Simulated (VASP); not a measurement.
# GeH4 in VASP: a series of runs

GeH4 is run at these levels: PBE+D3(BJ), LDA; tasks: single point.

Everything below comes from runs of VASP 6.6.1. Logs are shortened: lines on timing, memory, paths and dates and some standing lists are left out, and cuts for length are marked.

### Step 1. The cell of the first run

The cell holds a molecule in a box, 5 atoms: a = 12.801 Å, b = 13.301 Å, c = 13.801 Å, α = 90.00°, β = 90.00°, γ = 90.00°.

### Step 2. Single point, PBE+D3(BJ)

Contents of INCAR:

```
SYSTEM = GeH4
ALGO = Normal
EDIFF = 1E-6
ENCUT = 410
GGA = PE
GGA_COMPAT = .False.
ISIF = 2
ISMEAR = 0
IVDW = 12
LASPH = .True.
LCHARG = .False.
LREAL = .False.
LWAVE = .False.
NBANDS = 17
NELM = 120
NELMDL = -8
PREC = Accurate
SIGMA = 0.005
```

Contents of KPOINTS:

```
k-points
0
Gamma
  1 1 1
  0 0 0
```

Contents of POSCAR:

```
GeH4
1.0
   12.8008860920      0.0000000000      0.0000000000
    0.0000000000     13.3008860920      0.0000000000
    0.0000000000      0.0000000000     13.8008860920
Ge H
1 4
Direct
    0.5028834600      0.5048254300      0.5007971300
    0.4043882200      0.4687416400      0.4477781800
    0.4778818700      0.5208524400      0.6084536300
    0.5892351000      0.4254650000      0.4907398800
    0.5399697300      0.6042839600      0.4561361000
```

Potentials or basis: VASP PAW PBE potentials, release 64 (Ge_d, H).

Run with:

```console
$ cat potpaw_PBE.64/Ge_d/POTCAR potpaw_PBE.64/H/POTCAR > POTCAR
$ mpirun -np 1 vasp_gam > vasp.out
```

OUTCAR:

```text
SYSTEM = GeH4
   EDIFF = 1E-6
   ENCUT = 410
   GGA = PE
   ISIF = 2
   ISMEAR = 0
   IVDW = 12
   LASPH = .True.
   LREAL = .False.
   NELM = 120
   NELMDL = -8
   PREC = Accurate
 IVDW          = 12

 ion  position               nearest neighbor table
   1  0.503  0.505  0.501-   5 1.53   3 1.53   4 1.53   2 1.53
   2  0.404  0.469  0.448-   1 1.53
   3  0.478  0.521  0.608-   1 1.53
   4  0.589  0.425  0.491-   1 1.53
   5  0.540  0.604  0.456-   1 1.53

  LATTYP: Found a simple orthorhombic cell.
 ALAT       =    12.8008860920
 B/A-ratio  =     1.0390597960
 C/A-ratio  =     1.0781195921

  Lattice vectors:

 A1 = (  12.8008860920,   0.0000000000,   0.0000000000)
 A2 = (   0.0000000000,  13.3008860920,   0.0000000000)
 A3 = (   0.0000000000,   0.0000000000,  13.8008860920)

Analysis of symmetry for initial positions (statically):
=====================================================================
 Subroutine PRICEL returns:
 Original cell was already a primitive cell.

 Routine SETGRP: Setting up the symmetry group for a
 simple orthorhombic supercell.

 Subroutine GETGRP returns: Found  1 space group operations
 (whereof  1 operations were pure point group operations)
 out of a pool of  8 trial point group operations.

The static configuration has the point symmetry C_1 .

Analysis of symmetry for dynamics (positions and initial velocities):
=====================================================================
 Subroutine PRICEL returns:
 Original cell was already a primitive cell.

 Routine SETGRP: Setting up the symmetry group for a
 simple orthorhombic supercell.

 Subroutine GETGRP returns: Found  1 space group operations
 (whereof  1 operations were pure point group operations)
 out of a pool of  8 trial point group operations.

The dynamic configuration has the point symmetry C_1 .

 Subroutine INISYM returns: Found  1 space group operations
 (whereof  1 operations are pure point group operations),
 and found     1 'primitive' translations

----------------------------------------------------------------------------------------

                                     Primitive cell

  volume of cell :    2349.7820

  direct lattice vectors                    reciprocal lattice vectors
    12.800886092  0.000000000  0.000000000     0.078119592  0.000000000  0.000000000
     0.000000000 13.300886092  0.000000000     0.000000000  0.075182961  0.000000000
     0.000000000  0.000000000 13.800886092     0.000000000  0.000000000  0.072459116

  length of vectors
    12.800886092 13.300886092 13.800886092     0.078119592  0.075182961  0.072459116

  position of ions in fractional coordinates (direct lattice)
     0.502883460  0.504825430  0.500797130
     0.404388220  0.468741640  0.447778180
     0.477881870  0.520852440  0.608453630
     0.589235100  0.425465000  0.490739880
     0.539969730  0.604283960  0.456136100

  ion indices of the primitive-cell ions
   primitive index   ion index
                 1           1
                 2           2
                 3           3
                 4           4
                 5           5

----------------------------------------------------------------------------------------

 KPOINTS: k-points

Automatic generation of k-mesh.
 Grid dimensions read from file:
 generate k-points for:    1    1    1

 Generating k-lattice:

  Cartesian coordinates                     Fractional coordinates (reciprocal lattice)
     0.078119592  0.000000000  0.000000000     1.000000000  0.000000000  0.000000000
     0.000000000  0.075182961  0.000000000     0.000000000  1.000000000  0.000000000
     0.000000000  0.000000000  0.072459116     0.000000000  0.000000000  1.000000000

  Length of vectors
     0.078119592  0.075182961  0.072459116

  Shift w.r.t. Gamma in fractional coordinates (k-lattice)
     0.000000000  0.000000000  0.000000000

 Subroutine IBZKPT returns following result:
 ===========================================

 Found      1 irreducible k-points:

 Following reciprocal coordinates:
            Coordinates               Weight
  0.000000  0.000000  0.000000      1.000000
   k-points           NKPTS =      1   k-points in BZ     NKDIM =      1   number of bands    NBANDS=     17
   number of dos      NEDOS =    301   number of ions     NIONS =      5
   total plane-waves  NPLWV = 777600
   dimension x,y,z NGX =    90 NGY =   90 NGZ =   96
   dimension x,y,z NGXF=   180 NGYF=  180 NGZF=  192
   ions per type =               1   4
   NGX,Y,Z   is equivalent  to a cutoff of  11.69, 11.25, 11.56 a.u.
   NGXF,Y,Z  is equivalent  to a cutoff of  23.38, 22.50, 23.13 a.u.
 SYSTEM =  GeH4
   PREC   = accura    normal or accurate (medium, high low for compatibility)
   ISTART =      0    job   : 0-new  1-cont  2-samecut
   ICHARG =      2    charge: 1-file 2-atom 10-const
   ISPIN  =      1    spin polarized calculation?
   LNONCOLLINEAR =      F non collinear calculations
   LSORBIT =      F    spin-orbit coupling
   LASPH  =      T    aspherical Exc in radial PAW
   ENCUT  =  410.0 eV  30.13 Ry    5.49 a.u.  21.13 21.96 22.79*2*pi/ulx,y,z
   NELM   =    120;   NELMIN=  2; NELMDL= -8     # of ELM steps
   EDIFF  = 0.1E-05   stopping-criterion for ELM
   LREAL  =      F    real-space projection
[... 7 lines left out ...]
   TEBEG  =    0.0;   TEEND  =   0.0 temperature during run
   PSTRESS=    0.0 pullay stress
   NELECT =      18.0000    total number of electrons
   NUPDOWN=      -1.0000    fix difference up-down
   EMIN   =  10.00;   EMAX   =-10.00  energy-range for DOS
   EFERMI =   0.00;   METHOD = LEGACY
   ISMEAR =     0;   SIGMA  =   0.01  broadening in eV -4-tet -1-fermi 0-gaus
   EFERMI_NEDOS =   21; number of points for ismear=-14 and -15
   IALGO  =     38    algorithm
   IMIX   =      4    mixing-type and parameters
     AMIX     =   0.40;   BMIX     =  1.00
     AMIX_MAG =   1.60;   BMIX_MAG =  1.00
  volume/ion in A,a.u.               =     469.96      3171.42
  Fermi-wavevector in a.u.,A,eV,Ry     =   0.322718  0.609849  1.417004  0.104147
  Thomas-Fermi vector in A             =   1.211338
   LORBIT       =      0    0 simple, 1 ext, 2 COOP (PROOUT), +10 PAW based schemes
   GGA     = PE    functional components
   LHFCALC =     F    Hartree Fock is set to
   AEXX    =    0.0000 exact exchange contribution
   IVDW    =    12    specifies the selected vdW correction
   LEPSILON=     F    determine dielectric tensor
   LRPA    =     F    only Hartree local field effects (RPA)
 non-spin polarized calculation
 Gauss-broadening in eV      SIGMA  =   0.01
  energy-cutoff  :      410.00
  volume of cell :     2349.78
 maximum number of plane-waves:     22125
 NGX is ok and might be reduce to    90
   NGX = 43   NGY = 43   NGZ = 45

 number of electron      18.0000006 magnetization

 Free energy of the ion-electron system (eV)
  ---------------------------------------------------
  ext. energy  EPLUGINS =         0.00000000
  ---------------------------------------------------
  free energy    TOTEN  =       -17.51466566 eV

  energy without entropy =      -17.51466566  energy(sigma->0) =      -17.51466566

 E-fermi :  -8.1746     XC(G=0):  -0.4518

 val. band max:       -8.2116115454   @ k =   0.0000   0.0000   0.0000
 cond. band min:      -0.7248097365   @ k =   0.0000   0.0000   0.0000
 fundamental gap:      7.4868018088
 Fermi energy:        -8.1745761049

 k-point     1 :       0.0000    0.0000    0.0000
  band No.  band energies     occupation
      1     -28.4975      2.00000
      2     -28.4974      2.00000
      3     -28.4974      2.00000
      4     -28.4210      2.00000
      5     -28.4208      2.00000
      6     -14.0480      2.00000
[... 9 lines left out ...]
     16       0.6396      0.00000
     17       0.6951      0.00000

------------------------ aborting loop because EDIFF is reached ----------------------------------------

 Edisp (eV)   -0.04823

 E8    (eV) :    -0.0155

  FORCE on cell =-STRESS in cart. coord.  units (eV):
  Direction    XX          YY          ZZ          XY          YZ          ZX
  --------------------------------------------------------------------------------------
  -------------------------------------------------------------------------------------
  Total      -0.29158    -0.29199    -0.29767     0.00276     0.00132    -0.00170
  in kB      -0.19881    -0.19909    -0.20296     0.00188     0.00090    -0.00116
  external pressure =       -0.20 kB  Pullay stress =        0.00 kB

 VOLUME and BASIS-vectors are now :
 -----------------------------------------------------------------------------
  energy-cutoff  :      410.00
  volume of cell :     2349.78
      direct lattice vectors                 reciprocal lattice vectors
    12.800886092  0.000000000  0.000000000     0.078119592  0.000000000  0.000000000
     0.000000000 13.300886092  0.000000000     0.000000000  0.075182961  0.000000000
     0.000000000  0.000000000 13.800886092     0.000000000  0.000000000  0.072459116

 POSITION                                       TOTAL-FORCE (eV/Angst)
 -----------------------------------------------------------------------------------
      6.43735      6.71463      6.91144        -0.001672      0.001232     -0.001502
      5.17653      6.23468      6.17974         0.020437      0.005874      0.013366
      6.11731      6.92780      8.39720         0.004630     -0.003354     -0.024434
      7.54273      5.65906      6.77265        -0.017874      0.017465      0.001474
      6.91209      8.03751      6.29508        -0.005520     -0.021217      0.011096
 -----------------------------------------------------------------------------------
    total drift:                                0.000022      0.000752      0.001083

  FREE ENERGIE OF THE ION-ELECTRON SYSTEM (eV)
  ---------------------------------------------------
  free  energy   TOTEN  =       -17.5628912229 eV

  energy  without entropy=      -17.5628912229  energy(sigma->0) =      -17.56289122
```

It took 3.7 min on 1 thread of AMD EPYC 7R13 (Zen 3), shared host; peak memory 1.2 GiB.

Results:

```yaml
Free_energy: -17.5629 eV
Largest_force: 0.025 eV/Å
Gap_between_the_frontier_levels: 7.49 eV
Dispersion_energy_per_atom: -0.010 eV
```

Forces in eV/Å, atoms in the order of the input:
```
Ge  -0.002  0.001 -0.002
H    0.020  0.006  0.013
H    0.005 -0.003 -0.024
H   -0.018  0.017  0.001
H   -0.006 -0.021  0.011
```

### Step 3. Single point, LDA

INCAR, as its differences from that of step 2:

```diff
@@ -4,3 +4,2 @@
 ENCUT = 410
-GGA = PE
 GGA_COMPAT = .False.
@@ -8,3 +7,2 @@
 ISMEAR = 0
-IVDW = 12
 LASPH = .True.
```

KPOINTS is that of step 2.

POSCAR is that of step 2.

Potentials or basis: VASP PAW LDA potentials, release 64 (Ge_d, H).

Run with:

```console
$ cat potpaw_LDA.64/Ge_d/POTCAR potpaw_LDA.64/H/POTCAR > POTCAR
$ mpirun -np 1 vasp_gam > vasp.out
```

Run time: 3.5 min. Hardware: 1 thread of AMD EPYC 7R13 (Zen 3), shared host; peak memory 0.78 GiB.

Results (log left out):

* Free energy: -18.0876 eV
* Largest force: 0.129 eV/Å
* Gap between the frontier levels: 7.47 eV

Forces on the atoms (eV/Å):
```
Ge  -0.002  0.001 -0.001
H    0.106  0.038  0.063
H    0.026 -0.018 -0.125
H   -0.093  0.089  0.011
H   -0.038 -0.111  0.053
```

Levels at points of the mesh, in eV from the valence-band top:
```
           k point  band 5  band 6  band 7  band 8  band 9  band 10  band 11  band 12  band 13  band 14
(0.00, 0.00, 0.00)  -20.41   -5.95    0.00    0.00    0.00     7.47     8.37     8.39     8.41     8.55
```
